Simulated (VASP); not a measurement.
# TiSi16 (a cell with a defect) in VASP: notebook, part 2 of 2

VASP 6.6.1. The steps go on from the part before.

### 5 Single point, PBEsol

INCAR reads:

```
PREC     = Accurate       # precision mode
ENCUT    = 520            # plane-wave cutoff, eV
EDIFF    = 1E-6           # SCF threshold, eV
ISMEAR   = -1             # smearing method
SIGMA    = 0.05           # smearing width, eV
LREAL    = Auto         
LASPH    = True           # aspherical terms in the spheres
NELM     = 80             # most SCF steps
ALGO     = Normal         # electronic algorithm
ISIF     = 2              # what is computed and relaxed
LWAVE    = False          # write WAVECAR
LCHARG   = False          # write CHGCAR
GGA      = PS             # functional
NBANDS   = 52             # bands
```

KPOINTS reads:

```
regular mesh
0
Gamma
  2 2 2
```

POSCAR reads:

```
TiSi16
1.0
    0.0000000000      5.4300000000      5.4300000000
    5.4300000000      0.0000000000      5.4300000000
    5.4300000000      5.4300000000      0.0000000000
Si Ti
16 1
Direct
   -0.0185267035     -0.0162062615      0.0397237569
    0.0841620626      0.1242357274      0.1878453039
    0.0028176796     -0.0132412523      0.5577163904
    0.0845856354      0.1464825046      0.6790423573
    0.0134254144      0.4741252302      0.0503683241
    0.1210957643      0.6143370166      0.1633241252
   -0.0082412523      0.5147974217      0.5556813996
    0.1391344383      0.6144014733      0.6801657459
    0.5088213628     -0.0113443831      0.0390239411
    0.6162062615      0.1008839779      0.2095395948
    0.4874585635      0.0000552486      0.5827255985
    0.6284530387      0.1249355433      0.6740331492
    0.4834346225      0.4763075506      0.0376335175
    0.6579650092      0.5928453039      0.1132688766
    0.5308471455      0.4951197053      0.5028360958
    0.6294567219      0.6178545120      0.6713904236
    0.2878176796      0.7373572744      0.2805616943
```

On the command line:

```
> cat potpaw_PBE.64/Si/POTCAR potpaw_PBE.64/Ti_sv/POTCAR > POTCAR
> mpirun -np 1 vasp_std > vasp.out
```

Wall time 2.2 min (1 thread of Intel Xeon 6975P-C (Granite Rapids), shared host); peak memory 0.49 GiB.

The run converged. Its results:

```
Free energy            : -97.1314 eV
Pressure               : 2.1 GPa
Largest force          : 2.096 eV/Å
Band gap on the k mesh : zero (band 38 reaches 6.79 eV, above the bottom of band 39 at 6.52 eV)
```

Forces on the atoms (eV/Å):
```
Si   1.006  0.592  0.282
Si  -1.367  0.504 -0.210
Si   0.084 -0.289 -0.213
Si  -0.959  1.141  1.281
Si  -0.119 -0.491  0.576
Si   0.868  0.300 -0.222
Si  -0.588 -0.121  0.121
Si  -0.076  0.465  0.249
Si   0.994  0.630 -0.314
Si  -0.405 -0.921 -0.280
Si  -0.492 -1.116 -1.441
Si  -0.057  0.097  0.604
Si  -0.857  0.895  0.105
Si   0.358  0.210  0.475
Si   0.733  0.913  0.318
Si   0.260 -1.283 -0.031
Ti   0.616 -1.526 -1.299
```

Stress tensor (GPa, compression positive):
```
 1.16 -0.37 -0.05
-0.37  2.28 -0.06
-0.05 -0.06  2.92
```

Levels at points of the mesh, in eV from the Fermi level:
```tsv
k point	band 35	band 36	band 37	band 38	band 39	band 40	band 41	band 42
(0.00, 0.00, 0.00)	-0.82	-0.68	-0.61	-0.40	-0.22	-0.13	0.09	0.38
(0.50, 0.00, 0.00)	-1.28	-1.16	-0.21	-0.05	0.23	0.30	0.58	0.63
(0.00, 0.50, 0.00)	-1.22	-0.91	-0.16	-0.07	0.17	0.35	0.58	0.77
(0.00, 0.00, 0.50)	-1.26	-1.02	-0.16	-0.09	0.18	0.25	0.56	0.82
(0.50, 0.50, 0.50)	-1.16	-1.04	-0.18	-0.05	0.12	0.42	0.56	0.99
(0.50, 0.50, 0.00)	-1.68	-1.53	-0.59	0.04	0.63	0.92	0.98	1.21
(0.00, 0.50, 0.50)	-1.74	-1.36	-0.43	-0.14	0.53	0.61	1.01	1.27
(0.50, 0.00, 0.50)	-1.70	-1.53	-0.49	0.00	0.57	0.80	1.03	1.33
```

Caveat: the k points lie up to 0.50 Å⁻¹ apart; the PAW data sets were made with another functional, which shifts forces and pressure a little.

### 6 Single point, PBEsol

INCAR reads:

```
SYSTEM = TiSi16
ALGO     = Normal         ! electronic algorithm
EDIFF    = 1E-6           ! SCF threshold, eV
ENCUT    = 520            ! plane-wave cutoff, eV
GGA      = PS             ! functional
ISIF     = 2              ! what is computed and relaxed
ISMEAR   = -1             ! smearing method
LASPH    = .True.         ! aspherical terms in the spheres
LCHARG   = .False.        ! write CHGCAR
LREAL    = Auto         
LWAVE    = .False.        ! write WAVECAR
NBANDS   = 52             ! bands
NELM     = 100            ! most SCF steps
PREC     = Accurate       ! precision mode
SIGMA    = 0.05           ! smearing width, eV
```

KPOINTS reads:

```
k-points
0
Gamma
  2 2 2
  0 0 0
```

POSCAR reads:

```
TiSi16
1.0
    0.0000000000      5.4300000000      5.4300000000
    5.4300000000      0.0000000000      5.4300000000
    5.4300000000      5.4300000000      0.0000000000
Si Ti
16 1
Direct
    0.0183241252      0.0102946593      0.0517679558
    0.1732412523      0.1288213628      0.1893922652
    0.0100920810     -0.0148987109      0.5665930018
    0.1540699816      0.1096869245      0.6743462247
   -0.0203038674      0.4825874770      0.0564180479
    0.0022559853      0.6714825046      0.1929005525
   -0.0038858195      0.4682688766      0.5378084715
    0.1215653775      0.5907734807      0.6826335175
    0.5264180479     -0.0172651934      0.0253683241
    0.6517587477      0.1393646409      0.1268232044
    0.5343278085     -0.0365561694      0.5124677716
    0.6480662983      0.1005709024      0.6627808471
    0.4396869245      0.5201104972      0.0253222836
    0.6280386740      0.6031215470      0.1690699816
    0.5237845304      0.4687016575      0.5479650092
    0.6468324125      0.6117127072      0.6739042357
    0.2331491713      0.7483977901      0.3091712707
```

Potentials or basis: VASP PAW PBE potentials, release 64 (Si, Ti_sv).

On the command line:

```
> cat potpaw_PBE.64/Si/POTCAR potpaw_PBE.64/Ti_sv/POTCAR > POTCAR
> mpirun -np 1 vasp_std > vasp.out
```

It took 2.3 min on 1 thread of Intel Xeon 6975P-C (Granite Rapids), shared host; peak memory 0.49 GiB.

It converged, with:

* Free energy: -96.6061 eV
* Pressure: 1.3 GPa
* Largest force: 2.398 eV/Å
* Band gap on the k mesh: zero (band 38 reaches 6.93 eV, above the bottom of band 39 at 6.39 eV)

Forces in eV/Å, atoms in the order of the input:
```
Si   0.267 -0.339  0.716
Si   0.678 -0.929 -0.499
Si  -0.239  0.575  0.158
Si  -0.864  0.662 -0.408
Si  -1.478  0.296  0.752
Si  -0.269  0.732  0.694
Si  -0.045  0.810  1.189
Si   0.415  0.794 -0.068
Si   0.068  1.210  0.420
Si   0.733 -0.201 -1.046
Si   1.427 -0.822  1.743
Si  -0.905 -1.297 -0.678
Si   0.673  1.194 -0.444
Si   0.497 -1.036 -1.014
Si   0.905 -0.292  0.203
Si  -0.233 -0.952 -1.683
Ti  -1.631 -0.404 -0.034
```

Stress tensor (GPa, compression positive):
```
 2.13 -2.43 -2.03
-2.43  0.89 -2.13
-2.03 -2.13  0.90
```

Levels at points of the mesh, in eV from the Fermi level:
```csv
k point,band 36,band 37,band 38,band 39,band 40,band 41
"(0.00, 0.00, 0.00)",-0.70,-0.64,-0.42,-0.32,-0.09,0.26
"(0.50, 0.00, 0.00)",-0.67,-0.23,-0.14,0.13,0.26,0.68
"(0.00, 0.50, 0.00)",-0.87,-0.30,-0.24,0.11,0.45,0.70
"(0.00, 0.00, 0.50)",-0.83,-0.33,-0.11,0.11,0.40,0.60
"(0.50, 0.50, 0.50)",-1.13,-0.15,0.00,0.11,0.20,0.35
"(0.50, 0.50, 0.00)",-1.20,-0.62,-0.07,0.55,0.63,0.99
"(0.00, 0.50, 0.50)",-1.48,-0.66,0.22,0.58,0.85,0.99
"(0.50, 0.00, 0.50)",-1.35,-0.62,-0.03,0.62,0.83,1.05
```

Caveat: the k points lie up to 0.50 Å⁻¹ apart; the PAW data sets were made with another functional, which shifts forces and pressure a little.

### 7 Single point, PBEsol

INCAR reads:

```
PREC = Accurate
ENCUT = 520
EDIFF = 1E-7
ISMEAR = -1
SIGMA = 0.05
LREAL = Auto
LASPH = T
NELM = 100
ALGO = Normal
ISIF = 2
LWAVE = F
LCHARG = F
GGA = PS
NBANDS = 52
```

KPOINTS reads:

```
Automatic mesh
0
Gamma
  2 2 2
```

POSCAR reads:

```
TiSi16
1.0
    0.0000000000      5.4300000000      5.4300000000
    5.4300000000      0.0000000000      5.4300000000
    5.4300000000      5.4300000000      0.0000000000
Si Ti
16 1
Direct
   -0.0075230203      0.0016666667      0.0357366483
    0.1223020258      0.1492081031      0.1220810313
   -0.0245856354      0.0033149171      0.5455985267
    0.0964456722      0.1367955801      0.6600368324
    0.0223388582      0.4979005525      0.0579926335
    0.1962891344      0.6128084715      0.1186279926
   -0.0104327808      0.5137292818      0.5087569061
    0.0759116022      0.6339226519      0.7046224678
    0.4968139963     -0.0095027624      0.0612154696
    0.6473941068      0.0726611418      0.1993830571
    0.4654051565      0.0107274401      0.5611141805
    0.6121362799      0.1007182320      0.6834806630
    0.5634898711      0.4444290976      0.0275230203
    0.6402302026      0.6150368324      0.1634346225
    0.5082412523      0.4670073665      0.5417587477
    0.6162338858      0.6203406998      0.6687200737
    0.2528453039      0.7284622468      0.3299723757
```

On the command line:

```
> cat potpaw_PBE.64/Si/POTCAR potpaw_PBE.64/Ti_sv/POTCAR > POTCAR
> mpirun -np 1 vasp_std > vasp.out
```

Run time: 2.5 min. Hardware: 1 thread of Intel Xeon 6975P-C (Granite Rapids), shared host; peak memory 0.5 GiB.

It converged, with:

| Item | Value |
| --- | --- |
| Free energy | -96.7857 eV |
| Pressure | 1.9 GPa |
| Largest force | 2.022 eV/Å |
| Band gap on the k mesh | zero (band 38 reaches 6.86 eV, above the bottom of band 39 at 6.45 eV) |

Forces in eV/Å, atoms in the order of the input:
```
Si  -1.407  0.944  0.767
Si   0.158  1.675 -1.068
Si  -0.741 -0.275  0.549
Si   0.292 -0.109  0.287
Si   0.686 -0.809 -0.727
Si   0.946 -0.047 -0.085
Si   0.575  0.590  0.043
Si  -1.046 -0.109 -0.018
Si  -0.300 -0.269  0.177
Si   0.980 -1.283 -0.672
Si  -1.004  0.510 -0.965
Si   0.689  0.439  0.027
Si   0.720  0.671  0.303
Si  -1.117  0.597  0.322
Si   1.510  0.163  0.103
Si  -0.417 -0.877  0.227
Ti  -0.525 -1.810  0.733
```

Stress tensor (GPa, compression positive):
```
 1.56 -0.21 -0.71
-0.21  1.42  1.13
-0.71  1.13  2.83
```

Levels at points of the mesh, in eV from the Fermi level:
| k point | band 35 | band 36 | band 37 | band 38 | band 39 | band 40 | band 41 | band 42 |
| --- | --- | --- | --- | --- | --- | --- | --- | --- |
| (0.00, 0.00, 0.00) | -0.93 | -0.69 | -0.52 | -0.41 | -0.33 | -0.17 | -0.02 | 0.29 |
| (0.50, 0.00, 0.00) | -1.38 | -1.12 | -0.15 | 0.08 | 0.19 | 0.32 | 0.48 | 0.65 |
| (0.00, 0.50, 0.00) | -1.33 | -1.17 | -0.06 | -0.02 | 0.23 | 0.31 | 0.54 | 0.55 |
| (0.00, 0.00, 0.50) | -1.12 | -1.05 | -0.26 | -0.17 | 0.17 | 0.33 | 0.52 | 0.66 |
| (0.50, 0.50, 0.50) | -1.46 | -1.10 | -0.27 | -0.18 | 0.13 | 0.32 | 0.62 | 0.79 |
| (0.50, 0.50, 0.00) | -1.64 | -1.61 | -0.49 | -0.02 | 0.66 | 0.68 | 0.92 | 1.21 |
| (0.00, 0.50, 0.50) | -1.81 | -1.35 | -0.41 | -0.05 | 0.54 | 0.74 | 0.93 | 1.19 |
| (0.50, 0.00, 0.50) | -1.76 | -1.59 | -0.53 | -0.01 | 0.57 | 0.72 | 0.90 | 1.26 |

Caveat: the k points lie up to 0.50 Å⁻¹ apart; the PAW data sets were made with another functional, which shifts forces and pressure a little.
